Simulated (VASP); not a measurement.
# Nb (Im-3m) in VASP: further runs

Nb is run at these levels: r2SCAN; tasks: single point.

Everything below comes from runs of VASP 6.6.1. Logs are shortened: lines on timing, memory, paths and dates and some standing lists are left out, and cuts for length are marked.

## 1. The cell of the first run

The structure is cubic, space group Im-3m (No. 229). Conventional cell: a = 3.388 Å, b = 3.388 Å, c = 3.388 Å, α = 90.00°, β = 90.00°, γ = 90.00°. Nb (site symmetry m-3m) has 14 Nb at 2.93 to 3.39 Å within 3.9 Å.

## 2. Single point, r2SCAN (volume scaled by 1.08)

POSCAR reads:

```
Nb
1.0
   -1.6940373387      1.6940373387      1.6940373387
    1.6940373387     -1.6940373387      1.6940373387
    1.6940373387      1.6940373387     -1.6940373387
Nb
1
Direct
    0.0000000000      0.0000000000      0.0000000000
```

INCAR.step1 reads:

```
SYSTEM = Nb
  ALGO = Normal
  EDIFF = 1E-4
  ENCUT = 520
  GGA = PE
  ISMEAR = -1
  LASPH = .TRUE.
  LCHARG = .FALSE.
  LREAL = .FALSE.
  LWAVE = .TRUE.
  NBANDS = 12
  NELM = 80
  PREC = Accurate
  SIGMA = 0.1
```

INCAR.step2 reads:

```
SYSTEM = Nb
  ALGO = Normal
  EDIFF = 1E-6
  ENCUT = 520
  ISIF = 2
  ISMEAR = -1
  ISTART = 1
  LASPH = .TRUE.
  LCHARG = .FALSE.
  LMIXTAU = .TRUE.
  LREAL = .FALSE.
  LWAVE = .FALSE.
  METAGGA = R2SCAN
  NBANDS = 12
  NELM = 80
  PREC = Accurate
  SIGMA = 0.1
```

KPOINTS reads:

```
k-points
0
G
  22 22 22
  0 0 0
```

Potentials or basis: VASP PAW PBE potentials, release 64 (Nb_sv).

On the command line:

```bash
$ cat potpaw_PBE.64/Nb_sv/POTCAR > POTCAR
$ cp INCAR.step1 INCAR
$ mpirun -np 1 vasp_std > vasp.out
$ cp INCAR.step2 INCAR
$ mpirun -np 1 vasp_std > vasp.out
```

OUTCAR:

```text
SYSTEM = Nb
   EDIFF = 1E-6
   ENCUT = 520
   ISIF = 2
   ISMEAR = -1
   ISTART = 1
   LASPH = .TRUE.
   LREAL = .FALSE.
   METAGGA = R2SCAN
   NELM = 80
   PREC = Accurate

 ion  position               nearest neighbor table
   1  0.000  0.000  0.000-

  LATTYP: Found a body centered cubic cell.
 ALAT       =     3.3880746774

  Lattice vectors:

 A1 = (  -1.6940373387,   1.6940373387,   1.6940373387)
 A2 = (   1.6940373387,  -1.6940373387,   1.6940373387)
 A3 = (   1.6940373387,   1.6940373387,  -1.6940373387)

Analysis of symmetry for initial positions (statically):
=====================================================================
 Subroutine PRICEL returns:
 Original cell was already a primitive cell.

 Routine SETGRP: Setting up the symmetry group for a
 body centered cubic supercell.

 Subroutine GETGRP returns: Found 48 space group operations
 (whereof 48 operations were pure point group operations)
 out of a pool of 48 trial point group operations.

The static configuration has the point symmetry O_h .

Analysis of symmetry for dynamics (positions and initial velocities):
=====================================================================
 Subroutine PRICEL returns:
 Original cell was already a primitive cell.

 Routine SETGRP: Setting up the symmetry group for a
 body centered cubic supercell.

 Subroutine GETGRP returns: Found 48 space group operations
 (whereof 48 operations were pure point group operations)
 out of a pool of 48 trial point group operations.

The dynamic configuration has the point symmetry O_h .

 Subroutine INISYM returns: Found 48 space group operations
 (whereof 48 operations are pure point group operations),
 and found     1 'primitive' translations

----------------------------------------------------------------------------------------

                                     Primitive cell

  volume of cell :      19.4459

  direct lattice vectors                    reciprocal lattice vectors
    -1.694037339  1.694037339  1.694037339     0.000000000  0.295152880  0.295152880
     1.694037339 -1.694037339  1.694037339     0.295152880  0.000000000  0.295152880
     1.694037339  1.694037339 -1.694037339     0.295152880  0.295152880  0.000000000

  length of vectors
     2.934158741  2.934158741  2.934158741     0.417409206  0.417409206  0.417409206

  position of ions in fractional coordinates (direct lattice)
     0.000000000  0.000000000  0.000000000

  ion indices of the primitive-cell ions
   primitive index   ion index
                 1           1
[... 80 lines left out ...]
   POTIM  = 0.5000    time-step for ionic-motion
   TEBEG  =    0.0;   TEEND  =   0.0 temperature during run
   PSTRESS=    0.0 pullay stress
   NELECT =      13.0000    total number of electrons
   NUPDOWN=      -1.0000    fix difference up-down
   EMIN   =  10.00;   EMAX   =-10.00  energy-range for DOS
   EFERMI =   0.00;   METHOD = LEGACY
   ISMEAR =    -1;   SIGMA  =   0.10  broadening in eV -4-tet -1-fermi 0-gaus
   EFERMI_NEDOS =   21; number of points for ismear=-14 and -15
   IALGO  =     38    algorithm
   IMIX   =      4    mixing-type and parameters
     AMIX     =   0.40;   BMIX     =  1.00
     AMIX_MAG =   1.60;   BMIX_MAG =  1.00
  volume/ion in A,a.u.               =      19.45       131.23
  Fermi-wavevector in a.u.,A,eV,Ry     =   1.431461  2.705070 27.879449  2.049082
  Thomas-Fermi vector in A             =   2.551195
   LORBIT       =      0    0 simple, 1 ext, 2 COOP (PROOUT), +10 PAW based schemes
   METAGGA = R2SCAN    functional components
   LHFCALC =     F    Hartree Fock is set to
   AEXX    =    0.0000 exact exchange contribution
   IVDW    =     0    specifies the selected vdW correction
   LEPSILON=     F    determine dielectric tensor
   LRPA    =     F    only Hartree local field effects (RPA)
 non-spin polarized calculation
  energy-cutoff  :      520.00
  volume of cell :       19.45
 maximum number of plane-waves:       543
 NGX is ok and might be reduce to    24
   NGX = 11   NGY = 11   NGZ = 11

 number of electron      13.0000001 magnetization

 Free energy of the ion-electron system (eV)
  ---------------------------------------------------
  ext. energy  EPLUGINS =         0.00000000
  ---------------------------------------------------
  free energy    TOTEN  =       -24.81236766 eV

  energy without entropy =      -24.76238874  energy(sigma->0) =      -24.78737820

 E-fermi :  10.1162     XC(G=0): -13.1870

 val. band max:       10.1107314766   @ k =  -0.4091   0.5000   0.1818
 cond. band min:      10.1174879028   @ k =   0.3182   0.1818   0.0455
 fundamental gap:      0.0067564261
 Fermi energy:        10.1162464376

 k-point     1 :       0.0000    0.0000    0.0000
  band No.  band energies     occupation
      1     -46.1712      2.00000
      2     -20.8629      2.00000
      3     -20.8629      2.00000
      4     -20.8629      2.00000
      5       3.9562      2.00000
      6      10.5571      0.02404
      7      10.5571      0.02404
      8      10.5571      0.02404
      9      13.4349      0.00000
     10      13.4349      0.00000
     11      24.7535      0.00000
     12      24.7535      0.00000
[... 331 lines left out ...]
 k-point    24 :       0.1364    0.0909    0.0000
  band No.  band energies     occupation
      1     -46.1048      2.00000
      2     -21.2621      2.00000
      3     -20.9667      2.00000
      4     -20.8940      2.00000
      5       5.3557      2.00000
      6       9.8737      1.83757
      7      10.0149      1.46744
      8      12.0514      0.00000
      9      12.6648      0.00000
     10      13.6279      0.00000
     11      25.5855      0.00000
     12      26.2043      0.00000

 [... further k-points ...]

------------------------ aborting loop because EDIFF is reached ----------------------------------------

  FORCE on cell =-STRESS in cart. coord.  units (eV):
  Direction    XX          YY          ZZ          XY          YZ          ZX
  --------------------------------------------------------------------------------------
  -------------------------------------------------------------------------------------
  Total       -1.4057662     -1.4057662     -1.4057662      0.0000000      0.0000000      0.0000000
  in kB     -115.8229879   -115.8229879   -115.8229879      0.0000000      0.0000000      0.0000000
  external PRESSURE =    -115.8229879 kB  Pullay stress =       0.0000000 kB

 VOLUME and BASIS-vectors are now :
 -----------------------------------------------------------------------------
  energy-cutoff  :      520.00
  volume of cell :       19.45
      direct lattice vectors                 reciprocal lattice vectors
    -1.694037339  1.694037339  1.694037339     0.000000000  0.295152880  0.295152880
     1.694037339 -1.694037339  1.694037339     0.295152880  0.000000000  0.295152880
     1.694037339  1.694037339 -1.694037339     0.295152880  0.295152880  0.000000000

 POSITION                                       TOTAL-FORCE (eV/Angst)
 -----------------------------------------------------------------------------------
      0.00000      0.00000      0.00000         0.000000      0.000000      0.000000
 -----------------------------------------------------------------------------------
    total drift:                               -0.000000     -0.000000      0.000000

  FREE ENERGIE OF THE ION-ELECTRON SYSTEM (eV)
  ---------------------------------------------------
  free  energy   TOTEN  =       -24.8123676609 eV

  energy  without entropy=      -24.7623887447  energy(sigma->0) =      -24.78737820
```

Wall time 6.5 min (1 thread of AMD EPYC 7R43 (Zen 3), shared host); peak memory 0.16 GiB.

Results:

* Free energy: -24.8124 eV
* Pressure: -11.6 GPa

Caveat: the PAW data sets were made with another functional, which shifts forces and pressure a little.

## 3. Single point, r2SCAN (volume scaled by 1.12)

POSCAR reads:

```
Nb
1.0
   -1.7146983669      1.7146983669      1.7146983669
    1.7146983669     -1.7146983669      1.7146983669
    1.7146983669      1.7146983669     -1.7146983669
Nb
1
Direct
    0.0000000000      0.0000000000      0.0000000000
```

INCAR.step1 reads:

```
SYSTEM = Nb
PREC = Accurate
ENCUT = 520
ISMEAR = -1
SIGMA = 0.1
LREAL = .FALSE.
LASPH = .TRUE.
NELM = 60
NBANDS = 12
GGA = PE
ALGO = Normal
EDIFF = 1E-4
LWAVE = .TRUE.
LCHARG = .FALSE.
```

INCAR.step2 reads:

```
SYSTEM = Nb
PREC = Accurate
ENCUT = 520
EDIFF = 1E-6
ISMEAR = -1
SIGMA = 0.1
LREAL = .FALSE.
LASPH = .TRUE.
NELM = 60
ALGO = Normal
ISIF = 2
LWAVE = .FALSE.
LCHARG = .FALSE.
METAGGA = R2SCAN
LMIXTAU = .TRUE.
NBANDS = 12
ISTART = 1
```

KPOINTS reads:

```
Automatic mesh
0
G
  22 22 22
  0 0 0
```

Potentials or basis: VASP PAW PBE potentials, release 64 (Nb_sv).

On the command line:

```bash
$ cat potpaw_PBE.64/Nb_sv/POTCAR > POTCAR
$ cp INCAR.step1 INCAR
$ mpirun -np 1 vasp_std > vasp.out
$ cp INCAR.step2 INCAR
$ mpirun -np 1 vasp_std > vasp.out
```

OUTCAR:

```text
SYSTEM = Nb
   PREC = Accurate
   ENCUT = 520
   EDIFF = 1E-6
   ISMEAR = -1
   LREAL = .FALSE.
   LASPH = .TRUE.
   NELM = 60
   ISIF = 2
   METAGGA = R2SCAN
   ISTART = 1

 ion  position               nearest neighbor table
   1  0.000  0.000  0.000-

  LATTYP: Found a body centered cubic cell.
 ALAT       =     3.4293967338

  Lattice vectors:

 A1 = (  -1.7146983669,   1.7146983669,   1.7146983669)
 A2 = (   1.7146983669,  -1.7146983669,   1.7146983669)
 A3 = (   1.7146983669,   1.7146983669,  -1.7146983669)

Analysis of symmetry for initial positions (statically):
=====================================================================
 Subroutine PRICEL returns:
 Original cell was already a primitive cell.

 Routine SETGRP: Setting up the symmetry group for a
 body centered cubic supercell.

 Subroutine GETGRP returns: Found 48 space group operations
 (whereof 48 operations were pure point group operations)
 out of a pool of 48 trial point group operations.

The static configuration has the point symmetry O_h .

Analysis of symmetry for dynamics (positions and initial velocities):
=====================================================================
 Subroutine PRICEL returns:
 Original cell was already a primitive cell.

 Routine SETGRP: Setting up the symmetry group for a
 body centered cubic supercell.

 Subroutine GETGRP returns: Found 48 space group operations
 (whereof 48 operations were pure point group operations)
 out of a pool of 48 trial point group operations.

The dynamic configuration has the point symmetry O_h .

 Subroutine INISYM returns: Found 48 space group operations
 (whereof 48 operations are pure point group operations),
 and found     1 'primitive' translations

----------------------------------------------------------------------------------------

                                     Primitive cell

  volume of cell :      20.1662

  direct lattice vectors                    reciprocal lattice vectors
[... 111 lines left out ...]
   LHFCALC =     F    Hartree Fock is set to
   AEXX    =    0.0000 exact exchange contribution
   IVDW    =     0    specifies the selected vdW correction
   LEPSILON=     F    determine dielectric tensor
   LRPA    =     F    only Hartree local field effects (RPA)
 non-spin polarized calculation
  energy-cutoff  :      520.00
  volume of cell :       20.17
 maximum number of plane-waves:       563
 NGX is ok and might be reduce to    24
   NGX = 11   NGY = 11   NGZ = 11

 number of electron      13.0000001 magnetization

 Free energy of the ion-electron system (eV)
  ---------------------------------------------------
  ext. energy  EPLUGINS =         0.00000000
  ---------------------------------------------------
  free energy    TOTEN  =       -24.75038479 eV

  energy without entropy =      -24.69819910  energy(sigma->0) =      -24.72429194

 E-fermi :   9.6491     XC(G=0): -12.9831

 val. band max:        9.6473506893   @ k =  -0.4545   0.5000   0.1818
 cond. band min:       9.6497824602   @ k =  -0.3636   0.3636   0.0909
 fundamental gap:      0.0024317709
 Fermi energy:         9.6490994205

 k-point     1 :       0.0000    0.0000    0.0000
  band No.  band energies     occupation
      1     -46.7067      2.00000
      2     -21.4578      2.00000
      3     -21.4578      2.00000
      4     -21.4578      2.00000
      5       3.5667      2.00000
      6      10.0882      0.02448
      7      10.0882      0.02448
      8      10.0882      0.02448
      9      12.8540      0.00000
     10      12.8540      0.00000
     11      24.1733      0.00000
     12      24.1733      0.00000
[... 331 lines left out ...]
 k-point    24 :       0.1364    0.0909   -0.0000
  band No.  band energies     occupation
      1     -46.6494      2.00000
      2     -21.8121      2.00000
      3     -21.5503      2.00000
      4     -21.4851      2.00000
      5       4.9202      2.00000
      6       9.4399      1.78027
      7       9.5753      1.35317
      8      11.5105      0.00000
      9      12.1273      0.00000
     10      13.0345      0.00000
     11      24.9105      0.00000
     12      25.4381      0.00000

 [... further k-points ...]

------------------------ aborting loop because EDIFF is reached ----------------------------------------

  FORCE on cell =-STRESS in cart. coord.  units (eV):
  Direction    XX          YY          ZZ          XY          YZ          ZX
  --------------------------------------------------------------------------------------
  -------------------------------------------------------------------------------------
  Total       -2.0124007     -2.0124007     -2.0124007      0.0000000      0.0000000      0.0000000
  in kB     -159.8828415   -159.8828415   -159.8828415      0.0000000      0.0000000      0.0000000
  external PRESSURE =    -159.8828415 kB  Pullay stress =       0.0000000 kB

 VOLUME and BASIS-vectors are now :
 -----------------------------------------------------------------------------
  energy-cutoff  :      520.00
  volume of cell :       20.17
      direct lattice vectors                 reciprocal lattice vectors
    -1.714698367  1.714698367  1.714698367     0.000000000  0.291596475  0.291596475
     1.714698367 -1.714698367  1.714698367     0.291596475  0.000000000  0.291596475
     1.714698367  1.714698367 -1.714698367     0.291596475  0.291596475  0.000000000

 POSITION                                       TOTAL-FORCE (eV/Angst)
 -----------------------------------------------------------------------------------
      0.00000      0.00000      0.00000        -0.000000     -0.000000     -0.000000
 -----------------------------------------------------------------------------------
    total drift:                               -0.000000     -0.000000      0.000000

  FREE ENERGIE OF THE ION-ELECTRON SYSTEM (eV)
  ---------------------------------------------------
  free  energy   TOTEN  =       -24.7503847883 eV

  energy  without entropy=      -24.6981990997  energy(sigma->0) =      -24.72429194
```

OUTCAR.step1:

```text
SYSTEM = Nb
   PREC = Accurate
   ENCUT = 520
   ISMEAR = -1
   LREAL = .FALSE.
   LASPH = .TRUE.
[... 577 lines left out ...]
 -----------------------------------------------------------------------------------
      0.00000      0.00000      0.00000         0.000000     -0.000000      0.000000
 -----------------------------------------------------------------------------------
    total drift:                               -0.000000      0.000000      0.000000

  FREE ENERGIE OF THE ION-ELECTRON SYSTEM (eV)
  ---------------------------------------------------
  free  energy   TOTEN  =       -10.1397579510 eV

  energy  without entropy=      -10.0851637825  energy(sigma->0) =      -10.11246087
```

It took 7.1 min on 1 thread of AMD EPYC 7R43 (Zen 3), shared host; peak memory 0.17 GiB.

What came out:

```yaml
Free_energy: -24.7504 eV
Pressure: -16.0 GPa
```

Caveat: the PAW data sets were made with another functional, which shifts forces and pressure a little.
